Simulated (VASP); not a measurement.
# P (P6/mmm) in VASP: notebook

P is run at these levels: PBE; tasks: density of states.

Everything below comes from runs of VASP 6.6.1. Logs are shortened: lines on timing, memory, paths and dates and some standing lists are left out, and cuts for length are marked.

## Step 1: The cell of the first run

Symmetry: P6/mmm, No. 191, hexagonal system. Conventional cell: a = 1.996 Å, b = 1.996 Å, c = 1.923 Å, α = 90.00°, β = 90.00°, γ = 120.00°. P (site symmetry 6/mmm) has 8 P at 1.92 to 2.00 Å within 2.5 Å.

## Step 2: Density of states, PBE (volume scaled by 0.45)

File POSCAR:

```
P
1.0
    1.9956239748      0.0000000000      0.0000000000
   -0.9978119874      1.7282610586      0.0000000000
    0.0000000000      0.0000000000      1.9229630059
P
1
Direct
    0.0000000000      0.0000000000      0.0000000000
```

File INCAR.step1:

```
  PREC = Accurate
  ENCUT = 520
  EDIFF = 1E-6
  ISMEAR = -1
  SIGMA = 0.05
  LREAL = False
  LASPH = True
  NELM = 60
  ALGO = Normal
  ISIF = 2
  LWAVE = False
  LCHARG = True
  GGA = PE
  NBANDS = 8
```

File KPOINTS.step1:

```
regular mesh
0
Gamma
  18 18 17
```

File INCAR.step2:

```
  PREC = Accurate
  ENCUT = 520
  EDIFF = 1E-6
  ISMEAR = -5
  SIGMA = 0.05
  LREAL = False
  LASPH = True
  NELM = 60
  ALGO = Normal
  ISIF = 2
  LWAVE = False
  LCHARG = False
  GGA = PE
  LORBIT = 10
  NBANDS = 8
  NEDOS = 2001
  ICHARG = 11
```

File KPOINTS.step2:

```
regular mesh
0
Gamma
  27 27 26
```

Potentials or basis: VASP PAW PBE potentials, release 64 (P).

The run is started by

```
cat potpaw_PBE.64/P/POTCAR > POTCAR
cp INCAR.step1 INCAR
cp KPOINTS.step1 KPOINTS
mpirun -np 1 vasp_std > vasp.out
cp INCAR.step2 INCAR
cp KPOINTS.step2 KPOINTS
mpirun -np 1 vasp_std > vasp.out
```

OUTCAR:

```text
PREC = Accurate
   ENCUT = 520
   EDIFF = 1E-6
   ISMEAR = -5
   LREAL = False
   LASPH = True
   NELM = 60
   ISIF = 2
   GGA = PE
   LORBIT = 10
   ICHARG = 11

 ion  position               nearest neighbor table
   1  0.000  0.000  0.000-

  LATTYP: Found a hexagonal cell.
 ALAT       =     1.9956239748
 C/A-ratio  =     0.9635898497

  Lattice vectors:

 A1 = (   1.9956239748,   0.0000000000,   0.0000000000)
 A2 = (  -0.9978119874,   1.7282610586,   0.0000000000)
 A3 = (   0.0000000000,   0.0000000000,   1.9229630059)

Analysis of symmetry for initial positions (statically):
=====================================================================
 Subroutine PRICEL returns:
 Original cell was already a primitive cell.

 Routine SETGRP: Setting up the symmetry group for a
 hexagonal supercell.

 Subroutine GETGRP returns: Found 24 space group operations
 (whereof 24 operations were pure point group operations)
 out of a pool of 24 trial point group operations.

The static configuration has the point symmetry D_6h.

Analysis of symmetry for dynamics (positions and initial velocities):
=====================================================================
 Subroutine PRICEL returns:
 Original cell was already a primitive cell.

 Routine SETGRP: Setting up the symmetry group for a
 hexagonal supercell.

 Subroutine GETGRP returns: Found 24 space group operations
 (whereof 24 operations were pure point group operations)
 out of a pool of 24 trial point group operations.

The dynamic configuration has the point symmetry D_6h.

 Subroutine INISYM returns: Found 24 space group operations
 (whereof 24 operations are pure point group operations),
 and found     1 'primitive' translations

----------------------------------------------------------------------------------------

                                     Primitive cell

  volume of cell :       6.6322

  direct lattice vectors                    reciprocal lattice vectors
     1.995623975  0.000000000  0.000000000     0.501096405  0.289308144  0.000000000
    -0.997811987  1.728261059  0.000000000     0.000000000  0.578616289  0.000000000
     0.000000000  0.000000000  1.922963006     0.000000000  0.000000000  0.520030805

  length of vectors
     1.995623975  1.995623975  1.922963006     0.578616289  0.578616289  0.520030805

  position of ions in fractional coordinates (direct lattice)
     0.000000000  0.000000000  0.000000000

  ion indices of the primitive-cell ions
   primitive index   ion index
                 1           1

----------------------------------------------------------------------------------------

 KPOINTS: regular mesh

Automatic generation of k-mesh.
 Grid dimensions read from file:
 generate k-points for:   27   27   26

 Generating k-lattice:

  Cartesian coordinates                     Fractional coordinates (reciprocal lattice)
     0.018559126  0.010715116  0.000000000     0.037037037  0.000000000  0.000000000
     0.000000000  0.021430233  0.000000000     0.000000000  0.037037037  0.000000000
     0.000000000  0.000000000  0.020001185     0.000000000  0.000000000  0.038461538

  Length of vectors
     0.021430233  0.021430233  0.020001185

  Shift w.r.t. Gamma in fractional coordinates (k-lattice)
     0.000000000  0.000000000  0.000000000

 TETIRR: Found  19214 inequivalent tetrahedra from   113724

 Subroutine IBZKPT returns following result:
 ===========================================

 Found   1050 irreducible k-points:

 Following reciprocal coordinates:
            Coordinates               Weight
  0.000000  0.000000  0.000000      1.000000
  0.037037  0.000000  0.000000      6.000000
  0.074074  0.000000  0.000000      6.000000
  0.111111  0.000000  0.000000      6.000000
  0.148148  0.000000  0.000000      6.000000
  0.185185  0.000000  0.000000      6.000000
[... 16 lines left out ...]
  0.333333  0.037037  0.000000     12.000000
  0.370370  0.037037  0.000000     12.000000
 [... further k-points ...]
   k-points           NKPTS =   1050   k-points in BZ     NKDIM =   1050   number of bands    NBANDS=      8
   number of dos      NEDOS =   2001   number of ions     NIONS =      1
   total plane-waves  NPLWV =   3584
   dimension x,y,z NGX =    16 NGY =   16 NGZ =   14
   dimension x,y,z NGXF=    32 NGYF=   32 NGZF=   28
   ions per type =               1
   NGX,Y,Z   is equivalent  to a cutoff of  13.33, 13.33, 12.10 a.u.
   NGXF,Y,Z  is equivalent  to a cutoff of  26.66, 26.66, 24.21 a.u.
 SYSTEM =  unknown system
   PREC   = accura    normal or accurate (medium, high low for compatibility)
   ISTART =      0    job   : 0-new  1-cont  2-samecut
   ICHARG =     11    charge: 1-file 2-atom 10-const
   ISPIN  =      1    spin polarized calculation?
   LNONCOLLINEAR =      F non collinear calculations
   LSORBIT =      F    spin-orbit coupling
   LASPH  =      T    aspherical Exc in radial PAW
   ENCUT  =  520.0 eV  38.22 Ry    6.18 a.u.   3.71  3.71  3.58*2*pi/ulx,y,z
[... 68 lines left out ...]
  band No.  band energies     occupation
      1      -2.2837      2.00000
      2      29.7968      0.00000
      3      34.0569      0.00000
      4      37.8729      0.00000
      5      38.4682      0.00000
      6      42.0839      0.00000
      7      42.3360      0.00000
      8      48.4861      0.00000

 k-point     3 :       0.0741    0.0000    0.0000
  band No.  band energies     occupation
      1      -2.0886      2.00000
      2      29.6193      0.00000
      3      34.2098      0.00000
      4      35.7677      0.00000
      5      37.4330      0.00000
      6      42.4184      0.00000
      7      43.7114      0.00000
      8      50.5593      0.00000

 k-point     4 :       0.1111    0.0000    0.0000
  band No.  band energies     occupation
      1      -1.7639      2.00000
      2      29.1634      0.00000
      3      33.6941      0.00000
      4      34.4651      0.00000
      5      36.3760      0.00000
      6      42.4963      0.00000
      7      45.3344      0.00000
      8      53.2066      0.00000

 k-point     5 :       0.1481    0.0000    0.0000
  band No.  band energies     occupation
      1      -1.3107      2.00000
      2      28.1079      0.00000
      3      32.1633      0.00000
      4      34.8231      0.00000
      5      35.3861      0.00000
      6      42.5174      0.00000
      7      47.1141      0.00000
      8      55.9058      0.00000

 k-point     6 :       0.1852    0.0000    0.0000
  band No.  band energies     occupation
      1      -0.7298      2.00000
      2      26.3384     -0.03952
      3      31.3494      0.00000
      4      34.4859      0.00000
      5      35.2842      0.00000
      6      42.6062      0.00000
      7      49.0247      0.00000
      8      58.0487      0.00000

 k-point     7 :       0.2222    0.0000    0.0000
  band No.  band energies     occupation
      1      -0.0229      2.00000
      2      24.2126      1.21872
      3      30.9199      0.00000
      4      33.6831      0.00000
      5      35.8490      0.00000
      6      42.8344      0.00000
      7      51.0538      0.00000
      8      56.7747      0.00000
[... 133 lines left out ...]
 k-point    20 :       0.2222    0.0370    0.0000
  band No.  band energies     occupation
      1       0.4251      2.00000
      2      23.1510      2.11077
      3      29.8361      0.00000
      4      34.0895      0.00000
      5      36.2092      0.00000
      6      43.2089      0.00000
      7      51.7304      0.00000
      8      55.8271      0.00000

 k-point    21 :       0.2593    0.0370    0.0000
  band No.  band energies     occupation
      1       1.3173      2.00000
      2      20.9421      2.00000
      3      29.4004      0.00000
      4      33.6619      0.00000
      5      36.9304      0.00000
      6      43.6693      0.00000
      7      53.8544      0.00000
      8      53.9086      0.00000

 k-point    22 :       0.2963    0.0370    0.0000
  band No.  band energies     occupation
      1       2.3301      2.00000
      2      18.7810      2.00000
      3      29.0111      0.00000
      4      33.3039      0.00000
      5      37.7555      0.00000
      6      44.3325      0.00000
      7      52.0240      0.00000
      8      55.9683      0.00000

 k-point    23 :       0.3333    0.0370    0.0000
  band No.  band energies     occupation
      1       3.4603      2.00000
      2      16.6965      2.00000
      3      28.6728      0.00000
      4      33.0078      0.00000
      5      38.6829      0.00000
      6      45.1909      0.00000
      7      50.2018      0.00000
      8      56.8043      0.00000

 k-point    24 :       0.3704    0.0370    0.0000
  band No.  band energies     occupation
      1       4.7027      2.00000
      2      14.7053      2.00000
      3      28.3967      0.00000
      4      32.7724      0.00000
      5      39.7081      0.00000
      6      46.2262      0.00000
      7      48.4652      0.00000
      8      55.4186      0.00000

 [... further k-points ...]

------------------------ aborting loop because EDIFF is reached ----------------------------------------

  FORCE on cell =-STRESS in cart. coord.  units (eV):
  Direction    XX          YY          ZZ          XY          YZ          ZX
  --------------------------------------------------------------------------------------
  -------------------------------------------------------------------------------------
  Total       16.0416992     16.0416992     16.1666191      0.0000000     -0.0000000      0.0000000
  in kB     3875.2699724   3875.2699725   3905.4474764      0.0000000     -0.0000000      0.0000000
  external PRESSURE =    3885.3291404 kB  Pullay stress =       0.0000000 kB

 VOLUME and BASIS-vectors are now :
 -----------------------------------------------------------------------------
  energy-cutoff  :      520.00
  volume of cell :        6.63
      direct lattice vectors                 reciprocal lattice vectors
     1.995623975  0.000000000  0.000000000     0.501096405  0.289308144  0.000000000
    -0.997811987  1.728261059  0.000000000     0.000000000  0.578616289  0.000000000
     0.000000000  0.000000000  1.922963006     0.000000000  0.000000000  0.520030805

 POSITION                                       TOTAL-FORCE (eV/Angst)
 -----------------------------------------------------------------------------------
      0.00000      0.00000      0.00000        -0.000000      0.000000      0.000000
 -----------------------------------------------------------------------------------
    total drift:                               -0.000000     -0.000000      0.000000

  FREE ENERGIE OF THE ION-ELECTRON SYSTEM (eV)
  ---------------------------------------------------
  free  energy   TOTEN  =        -0.2572792195 eV

  energy  without entropy=       -0.2572792195  energy(sigma->0) =       -0.25727922

 total charge

# of ion       s       p       d       tot
------------------------------------------
    1        1.065   1.910   0.000   2.974
```

It took 27 s on 1 thread of Intel Xeon Platinum 8559C (Emerald Rapids), shared host; peak memory 0.18 GiB.

What came out:

```
Valence electrons inside the program's atomic spheres : P 2.97
```

Caveat: the cell differs from its parent crystal (volume scaled by 0.45); tetrahedron occupations give inexact forces and stress in metals.

## Step 3: Density of states, PBE (volume scaled by 0.76)

File POSCAR:

```
P
1.0
    2.4009736624      0.0000000000      0.0000000000
   -1.2004868312      2.0793041854      0.0000000000
    0.0000000000      0.0000000000      2.2436475796
P
1
Direct
    0.0000000000      0.0000000000      0.0000000000
```

File INCAR.step1:

```
SYSTEM = P
ALGO     = Normal         ! electronic algorithm
EDIFF    = 1E-7           ! SCF threshold, eV
ENCUT    = 520            ! plane-wave cutoff, eV
GGA      = PE             ! functional
ISIF     = 2              ! what is computed and relaxed
ISMEAR   = -1             ! smearing method
LASPH    = .True.         ! aspherical terms in the spheres
LCHARG   = .True.         ! write CHGCAR
LREAL    = .False.        ! projectors in reciprocal space
LWAVE    = .False.        ! write WAVECAR
NBANDS   = 8              ! bands
NELM     = 60             ! most SCF steps
PREC     = Accurate       ! precision mode
SIGMA    = 0.05           ! smearing width, eV
```

File KPOINTS.step1:

```
k-points
0
Gamma
  18 18 17
  0 0 0
```

File INCAR.step2:

```
SYSTEM = P
ALGO     = Normal         ! electronic algorithm
EDIFF    = 1E-7           ! SCF threshold, eV
ENCUT    = 520            ! plane-wave cutoff, eV
GGA      = PE             ! functional
ICHARG   = 11             ! starting density
ISIF     = 2              ! what is computed and relaxed
ISMEAR   = -5             ! smearing method
LASPH    = .True.         ! aspherical terms in the spheres
LCHARG   = .False.        ! write CHGCAR
LORBIT   = 10             ! projections on sites
LREAL    = .False.        ! projectors in reciprocal space
LWAVE    = .False.        ! write WAVECAR
NEDOS    = 1001           ! points of the DOS
NELM     = 60             ! most SCF steps
PREC     = Accurate       ! precision mode
SIGMA    = 0.05           ! smearing width, eV
```

File KPOINTS.step2:

```
k-points
0
Gamma
  27 27 26
  0 0 0
```

Potentials or basis: VASP PAW PBE potentials, release 64 (P).

The run is started by

```
cat potpaw_PBE.64/P/POTCAR > POTCAR
cp INCAR.step1 INCAR
cp KPOINTS.step1 KPOINTS
mpirun -np 1 vasp_std > vasp.out
cp INCAR.step2 INCAR
cp KPOINTS.step2 KPOINTS
mpirun -np 1 vasp_std > vasp.out
```

Wall time 54 s (1 thread of Intel Xeon Platinum 8559C (Emerald Rapids), shared host); peak memory 0.19 GiB.

It converged, with:

```yaml
Valence_electrons_inside_the_program's_atomic_spheres: P 2.47
```

Levels at points of the mesh, in eV from the Fermi level:
| k point | band 1 | band 2 | band 3 | band 4 | band 5 | band 6 |
| --- | --- | --- | --- | --- | --- | --- |
| (0.00, 0.00, 0.00) | -19.72 | 6.26 | 6.28 | 8.26 | 8.26 | 11.90 |
| (0.00, 0.00, 0.50) | -13.99 | -11.38 | 12.17 | 12.17 | 15.09 | 15.09 |

Caveat: the cell differs from its parent crystal (volume scaled by 0.76); tetrahedron occupations give inexact forces and stress in metals.

## Step 4: Density of states, PBE (volume scaled by 0.92)

File POSCAR:

```
P
1.0
    2.5551126152      0.0000000000      0.0000000000
   -1.2775563076      2.2127924343      0.0000000000
    0.0000000000      0.0000000000      2.3981899359
P
1
Direct
    0.0000000000      0.0000000000      0.0000000000
```

File INCAR.step1:

```
  ALGO = Normal
  EDIFF = 1E-7
  ENCUT = 520
  GGA = PE
  ISIF = 2
  ISMEAR = -1
  LASPH = True
  LCHARG = True
  LREAL = False
  LWAVE = False
  NBANDS = 8
  NELM = 100
  PREC = Accurate
  SIGMA = 0.05
```

File KPOINTS.step1:

```
k-points
0
Gamma
  18 18 17
```

File INCAR.step2:

```
  ALGO = Normal
  EDIFF = 1E-7
  ENCUT = 520
  GGA = PE
  ICHARG = 11
  ISIF = 2
  ISMEAR = -5
  LASPH = True
  LCHARG = False
  LORBIT = 11
  LREAL = False
  LWAVE = False
  NEDOS = 2001
  NELM = 100
  PREC = Accurate
  SIGMA = 0.05
```

File KPOINTS.step2:

```
k-points
0
Gamma
  27 27 26
```

The run is started by

```
cat potpaw_PBE.64/P/POTCAR > POTCAR
cp INCAR.step1 INCAR
cp KPOINTS.step1 KPOINTS
mpirun -np 1 vasp_std > vasp.out
cp INCAR.step2 INCAR
cp KPOINTS.step2 KPOINTS
mpirun -np 1 vasp_std > vasp.out
```

Run time: 52 s. Hardware: 1 thread of Intel Xeon Platinum 8559C (Emerald Rapids), shared host; peak memory 0.2 GiB.

The run converged. Its results:

| Property | Result |
| --- | --- |
| Valence electrons inside the program's atomic spheres | P 2.38 |

Levels at points of the mesh, in eV from the Fermi level:
| k point | band 1 | band 2 | band 3 | band 4 | band 5 |
| --- | --- | --- | --- | --- | --- |
| (0.00, 0.00, 0.00) | -17.35 | 5.11 | 6.64 | 6.68 | 6.68 |
| (0.00, 0.00, 0.50) | -12.76 | -9.39 | 9.54 | 9.54 | 14.29 |

Caveat: the cell differs from its parent crystal (volume scaled by 0.92); tetrahedron occupations give inexact forces and stress in metals.

## Step 5: Density of states, PBE

This run uses another cell than the first one, of 14.74 Å³/atom, 2.222 times its volume.

File POSCAR:

```
P
1.0
    2.6266439457      0.0000000000      0.0000000000
   -1.3133219728      2.2747403837      0.0000000000
    0.0000000000      0.0000000000      2.4666835013
P
1
Direct
    0.0000000000      0.0000000000      0.0000000000
```

File INCAR.step1:

```
  PREC = Accurate
  ENCUT = 520
  EDIFF = 1E-6
  ISMEAR = -1
  SIGMA = 0.05
  LREAL = False
  LASPH = True
  NELM = 100
  ALGO = Normal
  ISIF = 2
  LWAVE = False
  LCHARG = True
  GGA = PE
  NBANDS = 8
```

File KPOINTS.step1:

```
Automatic mesh
0
Gamma
  18 18 17
```

File INCAR.step2:

```
  PREC = Accurate
  ENCUT = 520
  EDIFF = 1E-6
  ISMEAR = -5
  SIGMA = 0.05
  LREAL = False
  LASPH = True
  NELM = 100
  ALGO = Normal
  ISIF = 2
  LWAVE = False
  LCHARG = False
  GGA = PE
  LORBIT = 11
  NEDOS = 1001
  ICHARG = 11
```

File KPOINTS.step2:

```
Automatic mesh
0
Gamma
  27 27 26
```

The run is started by

```
cat potpaw_PBE.64/P/POTCAR > POTCAR
cp INCAR.step1 INCAR
cp KPOINTS.step1 KPOINTS
mpirun -np 1 vasp_std > vasp.out
cp INCAR.step2 INCAR
cp KPOINTS.step2 KPOINTS
mpirun -np 1 vasp_std > vasp.out
```

Run time: 42 s. Hardware: 1 thread of Intel Xeon Platinum 8559C (Emerald Rapids), shared host; peak memory 0.2 GiB.

It converged, with:

| Quantity | Value |
| --- | --- |
| Valence electrons inside the program's atomic spheres | P 2.35 |

Levels at points of the mesh, in eV from the Fermi level:
| k point | band 1 | band 2 | band 3 | band 4 | band 5 |
| --- | --- | --- | --- | --- | --- |
| (0.00, 0.00, 0.00) | -16.41 | 4.71 | 6.06 | 6.06 | 6.81 |
| (0.00, 0.00, 0.50) | -12.25 | -8.58 | 8.56 | 8.56 | 13.98 |

Caveat: tetrahedron occupations give inexact forces and stress in metals.
